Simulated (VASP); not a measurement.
# TaTe2H (I4mm) in VASP: a series of runs

Runs on TaTe2H. Level: PBE. Tasks: single point, relaxation of cell and atoms.

Program: VASP 6.6.1. These are calculated values, not measurements. Logs are shortened: lines on timing, memory, paths and dates and some standing lists are left out, and cuts for length are marked.

### Step 1. The cell of the first run

It takes space group I4mm (No. 107, tetragonal). The conventional cell has a = 6.524 Å, b = 6.524 Å, c = 5.110 Å, α = 90.00°, β = 90.00°, γ = 90.00°. Ta (site symmetry 4mm) has 2 H at 2.47 to 2.64 Å within 3.3 Å. Within 3.6 Å of Te (site symmetry 2mm) lie 2 Te at 2.55 Å and 4 H at 3.48 to 3.53 Å and 4 Ta at 3.50 to 3.51 Å. Within 3.3 Å of H (site symmetry 4mm) lie 2 Ta at 2.47 to 2.64 Å.

The cell was built from a structure type or drawn by symmetry, and may not be a known phase.

### Step 2. Single point, PBE

INCAR

```
SYSTEM = TaTe2H
ALGO = Normal
EDIFF = 1E-6
ENCUT = 520
GGA = PE
ISIF = 2
ISMEAR = 0
LASPH = .True.
LCHARG = .True.
LELF = .True.
LREAL = .False.
LVHAR = .True.
LWAVE = .False.
NBANDS = 20
NELM = 100
PREC = Accurate
SIGMA = 0.1
```

KPOINTS

```
k-points
0
Gamma
  4 4 4
  0 0 0
```

POSCAR

```
TaTe2H
1.0
   -3.2620437200      3.2620437200      2.5547670500
    3.2620437200     -3.2620437200      2.5547670500
    3.2620437200      3.2620437200     -2.5547670500
Ta Te H
1 2 1
Direct
    0.1969154500      0.1969154500      0.0000000000
    0.9425680800      0.4425680800      0.5000000000
    0.4425680800      0.9425680800      0.5000000000
    0.6805437200      0.6805437200      0.0000000000
```

Potentials or basis: VASP PAW PBE potentials, release 64 (Ta_pv, Te, H).

The run is started by

```console
$ cat potpaw_PBE.64/Ta_pv/POTCAR potpaw_PBE.64/Te/POTCAR potpaw_PBE.64/H/POTCAR > POTCAR
$ mpirun -np 1 vasp_std > vasp.out
```

OUTCAR:

```text
SYSTEM = TaTe2H
   EDIFF = 1E-6
   ENCUT = 520
   GGA = PE
   ISIF = 2
   ISMEAR = 0
   LASPH = .True.
   LREAL = .False.
   NELM = 100
   PREC = Accurate

 ion  position               nearest neighbor table
   1  0.197  0.197  0.000-   2 3.50   3 3.50   2 3.50   3 3.50   2 3.51   3 3.51   2 3.51   3 3.51

   2  0.943  0.443  0.500-   3 2.55   3 2.55   1 3.50   1 3.50   1 3.51   1 3.51
   3  0.443  0.943  0.500-   2 2.55   2 2.55   1 3.50   1 3.50   1 3.51   1 3.51
   4  0.681  0.681  0.000-

  LATTYP: Found a body centered tetragonal cell.
 ALAT       =     6.5240874400
 C/A-ratio  =     0.7831798925

  Lattice vectors:

 A1 = (  -3.2620437200,   3.2620437200,   2.5547670500)
 A2 = (   3.2620437200,  -3.2620437200,   2.5547670500)
 A3 = (   3.2620437200,   3.2620437200,  -2.5547670500)

Analysis of symmetry for initial positions (statically):
=====================================================================
 Subroutine PRICEL returns:
 Original cell was already a primitive cell.

 Routine SETGRP: Setting up the symmetry group for a
 body centered tetragonal supercell.

 Subroutine GETGRP returns: Found  8 space group operations
 (whereof  8 operations were pure point group operations)
 out of a pool of 16 trial point group operations.

The static configuration has the point symmetry C_4v.

Analysis of symmetry for dynamics (positions and initial velocities):
=====================================================================
 Subroutine PRICEL returns:
 Original cell was already a primitive cell.

 Routine SETGRP: Setting up the symmetry group for a
 body centered tetragonal supercell.

 Subroutine GETGRP returns: Found  8 space group operations
 (whereof  8 operations were pure point group operations)
 out of a pool of 16 trial point group operations.

The dynamic configuration has the point symmetry C_4v.

 Subroutine INISYM returns: Found  8 space group operations
 (whereof  8 operations are pure point group operations),
 and found     1 'primitive' translations

----------------------------------------------------------------------------------------

                                     Primitive cell

  volume of cell :     108.7404

  direct lattice vectors                    reciprocal lattice vectors
    -3.262043720  3.262043720  2.554767050     0.000000000  0.153278142  0.195712560
     3.262043720 -3.262043720  2.554767050     0.153278142  0.000000000  0.195712560
     3.262043720  3.262043720 -2.554767050     0.153278142  0.153278142  0.000000000

  length of vectors
     5.273394840  5.273394840  5.273394840     0.248591221  0.248591221  0.216768027

  position of ions in fractional coordinates (direct lattice)
     0.196915450  0.196915450  0.000000000
     0.942568080  0.442568080  0.500000000
     0.442568080  0.942568080  0.500000000
     0.680543720  0.680543720  0.000000000

  ion indices of the primitive-cell ions
   primitive index   ion index
                 1           1
                 2           2
                 3           3
                 4           4

----------------------------------------------------------------------------------------

 KPOINTS: k-points

Automatic generation of k-mesh.
 Grid dimensions read from file:
 generate k-points for:    4    4    4

 Generating k-lattice:

  Cartesian coordinates                     Fractional coordinates (reciprocal lattice)
     0.000000000  0.038319535  0.048928140     0.250000000 -0.000000000  0.000000000
     0.038319535  0.000000000  0.048928140    -0.000000000  0.250000000  0.000000000
     0.038319535  0.038319535  0.000000000     0.000000000  0.000000000  0.250000000

  Length of vectors
     0.062147805  0.062147805  0.054192007

  Shift w.r.t. Gamma in fractional coordinates (k-lattice)
     0.000000000  0.000000000  0.000000000

 Subroutine IBZKPT returns following result:
 ===========================================

 Found     13 irreducible k-points:

 Following reciprocal coordinates:
            Coordinates               Weight
  0.000000  0.000000  0.000000      1.000000
  0.250000  0.000000  0.000000      8.000000
  0.500000  0.000000  0.000000      4.000000
  0.250000  0.250000  0.000000      8.000000
  0.500000  0.250000 -0.000000     16.000000
 -0.250000  0.250000  0.000000      4.000000
  0.500000  0.500000  0.000000      2.000000
  0.250000  0.250000  0.250000      2.000000
 -0.250000  0.250000  0.250000      4.000000
  0.500000  0.500000  0.250000      4.000000
 -0.250000  0.500000  0.250000      8.000000
 -0.250000 -0.250000  0.250000      2.000000
  0.500000  0.500000  0.500000      1.000000
   k-points           NKPTS =     13   k-points in BZ     NKDIM =     13   number of bands    NBANDS=     20
   number of dos      NEDOS =    301   number of ions     NIONS =      4
   total plane-waves  NPLWV =  64000
   dimension x,y,z NGX =    40 NGY =   40 NGZ =   40
   dimension x,y,z NGXF=    80 NGYF=   80 NGZF=   80
   ions per type =               1   2   1
   NGX,Y,Z   is equivalent  to a cutoff of  12.61, 12.61, 12.61 a.u.
   NGXF,Y,Z  is equivalent  to a cutoff of  25.22, 25.22, 25.22 a.u.
 SYSTEM =  TaTe2H
   PREC   = accura    normal or accurate (medium, high low for compatibility)
   ISTART =      0    job   : 0-new  1-cont  2-samecut
   ICHARG =      2    charge: 1-file 2-atom 10-const
   ISPIN  =      1    spin polarized calculation?
   LNONCOLLINEAR =      F non collinear calculations
   LSORBIT =      F    spin-orbit coupling
   LASPH  =      T    aspherical Exc in radial PAW
   ENCUT  =  520.0 eV  38.22 Ry    6.18 a.u.   9.81  9.81  9.81*2*pi/ulx,y,z
   NELM   =    100;   NELMIN=  2; NELMDL= -5     # of ELM steps
   EDIFF  = 0.1E-05   stopping-criterion for ELM
   LREAL  =      F    real-space projection
   EDIFFG = 0.1E-04   stopping-criterion for IOM
   NSW    =      0    number of steps for IOM
   IBRION =     -1    ionic relax: 0-MD 1-quasi-New 2-CG
   NFREE  =      0    steps in history (QN), initial steepest desc. (CG)
   ISIF   =      2    stress and relaxation
   ISYM   =      2    0-nonsym 1-usesym 2-fastsym
   POTIM  = 0.5000    time-step for ionic-motion
   TEBEG  =    0.0;   TEEND  =   0.0 temperature during run
   PSTRESS=    0.0 pullay stress
   NELECT =      24.0000    total number of electrons
   NUPDOWN=      -1.0000    fix difference up-down
   EMIN   =  10.00;   EMAX   =-10.00  energy-range for DOS
   EFERMI =   0.00;   METHOD = LEGACY
   ISMEAR =     0;   SIGMA  =   0.10  broadening in eV -4-tet -1-fermi 0-gaus
   EFERMI_NEDOS =   21; number of points for ismear=-14 and -15
   IALGO  =     38    algorithm
   IMIX   =      4    mixing-type and parameters
     AMIX     =   0.40;   BMIX     =  1.00
     AMIX_MAG =   1.60;   BMIX_MAG =  1.00
  volume/ion in A,a.u.               =      27.19       183.45
  Fermi-wavevector in a.u.,A,eV,Ry     =   0.989346  1.869593 13.317463  0.978806
  Thomas-Fermi vector in A             =   2.120938
   LORBIT       =      0    0 simple, 1 ext, 2 COOP (PROOUT), +10 PAW based schemes
   GGA     = PE    functional components
   LHFCALC =     F    Hartree Fock is set to
   AEXX    =    0.0000 exact exchange contribution
   IVDW    =     0    specifies the selected vdW correction
   LEPSILON=     F    determine dielectric tensor
   LRPA    =     F    only Hartree local field effects (RPA)
 non-spin polarized calculation
 Gauss-broadening in eV      SIGMA  =   0.10
  energy-cutoff  :      520.00
  volume of cell :      108.74
 maximum number of plane-waves:      2942
   NGX = 19   NGY = 19   NGZ = 19

 number of electron      24.0000000 magnetization

 Free energy of the ion-electron system (eV)
  ---------------------------------------------------
  ext. energy  EPLUGINS =         0.00000000
  ---------------------------------------------------
  free energy    TOTEN  =       -14.83623430 eV

  energy without entropy =      -14.80229893  energy(sigma->0) =      -14.81926661

 E-fermi :   4.3436     XC(G=0):  -9.0988

 val. band max:        4.3336549286   @ k =   0.0000   0.0000   0.0000
 cond. band min:       4.3680689820   @ k =  -0.2500   0.2500   0.2500
 fundamental gap:      0.0344140535
 Fermi energy:         4.3435838671

 k-point     1 :       0.0000    0.0000    0.0000
  band No.  band energies     occupation
      1     -31.6818      2.00000
      2     -31.6818      2.00000
      3     -31.6640      2.00000
      4      -9.8508      2.00000
      5      -3.9452      2.00000
      6      -2.8325      2.00000
[... 12 lines left out ...]
     19       8.2477      0.00000
     20       8.8768      0.00000

 k-point     2 :       0.2500    0.0000    0.0000
  band No.  band energies     occupation
      1     -31.6819      2.00000
      2     -31.6819      2.00000
      3     -31.6645      2.00000
      4      -9.4354      2.00000
      5      -6.2386      2.00000
      6      -0.0122      2.00000
[... 12 lines left out ...]
     19       9.3216      0.00000
     20       9.4368      0.00000

 k-point     3 :       0.5000    0.0000    0.0000
  band No.  band energies     occupation
      1     -31.6820      2.00000
      2     -31.6820      2.00000
      3     -31.6649      2.00000
      4      -8.2377      2.00000
      5      -8.1997      2.00000
      6       0.2696      2.00000
[... 12 lines left out ...]
     19       8.4570      0.00000
     20       9.9564      0.00000

 k-point     4 :       0.2500    0.2500    0.0000
  band No.  band energies     occupation
      1     -31.6820      2.00000
      2     -31.6820      2.00000
      3     -31.6649      2.00000
      4      -8.2768      2.00000
      5      -8.1585      2.00000
      6       0.1562      2.00000
[... 176 lines left out ...]
 k-point    12 :      -0.2500   -0.2500    0.2500
  band No.  band energies     occupation
      1     -31.6820      2.00000
      2     -31.6820      2.00000
      3     -31.6649      2.00000
      4      -8.3505      2.00000
      5      -8.1164      2.00000
      6       0.7405      2.00000
[... 12 lines left out ...]
     19      10.1222      0.00000
     20      11.2861      0.00000

 k-point    13 :       0.5000    0.5000    0.5000
  band No.  band energies     occupation
      1     -31.6822      2.00000
      2     -31.6822      2.00000
      3     -31.6643      2.00000
      4      -9.6139      2.00000
      5      -4.2221      2.00000
      6      -3.0390      2.00000
[... 12 lines left out ...]
     19       9.6470      0.00000
     20       9.6470      0.00000

------------------------ aborting loop because EDIFF is reached ----------------------------------------

  FORCE on cell =-STRESS in cart. coord.  units (eV):
  Direction    XX          YY          ZZ          XY          YZ          ZX
  --------------------------------------------------------------------------------------
  -------------------------------------------------------------------------------------
  Total       -9.0878995     -9.0878995     14.3390382      0.0000000      0.0000000      0.0000000
  in kB     -133.9008224   -133.9008224    211.2709336      0.0000000      0.0000000      0.0000000
  external PRESSURE =     -18.8435704 kB  Pullay stress =       0.0000000 kB

 VOLUME and BASIS-vectors are now :
 -----------------------------------------------------------------------------
  energy-cutoff  :      520.00
  volume of cell :      108.74
      direct lattice vectors                 reciprocal lattice vectors
    -3.262043720  3.262043720  2.554767050     0.000000000  0.153278142  0.195712560
     3.262043720 -3.262043720  2.554767050     0.153278142  0.000000000  0.195712560
     3.262043720  3.262043720 -2.554767050     0.153278142  0.153278142  0.000000000

 POSITION                                       TOTAL-FORCE (eV/Angst)
 -----------------------------------------------------------------------------------
      0.00000      0.00000      1.00615         0.000000      0.000000      0.491274
      0.00000      3.26204      2.26132        -0.000000     -0.000000     -0.010205
      3.26204      0.00000      2.26132        -0.000000     -0.000000     -0.010205
      0.00000      0.00000      3.47726        -0.000000     -0.000000     -0.470863
 -----------------------------------------------------------------------------------
    total drift:                                0.000000      0.000000      0.000069

  FREE ENERGIE OF THE ION-ELECTRON SYSTEM (eV)
  ---------------------------------------------------
  free  energy   TOTEN  =       -14.8362343016 eV

  energy  without entropy=      -14.8022989282  energy(sigma->0) =      -14.81926661
```

Wall time 22 s (1 thread of Intel Xeon 6975P-C (Granite Rapids), shared host); peak memory 0.25 GiB.

What came out:

```
Free energy            : -14.8362 eV
Pressure               : -1.9 GPa
Largest force          : 0.491 eV/Å
Band gap on the k mesh : zero (bands 12 and 13 overlap by 0.64 eV)
```

Forces on the atoms (eV/Å):
```
Ta   0.000  0.000  0.491
Te   0.000  0.000 -0.010
Te   0.000  0.000 -0.010
H    0.000  0.000 -0.471
```

Stress tensor (GPa, compression positive):
```
-13.39   0.00   0.00
  0.00 -13.39   0.00
  0.00   0.00  21.13
```

Caveat: the k points lie up to 0.39 Å⁻¹ apart, too coarse for converged energies and pressures of a metal; spin-orbit coupling is left out, which moves the levels of the heavy elements.

(Continued in part 2 of 2.)
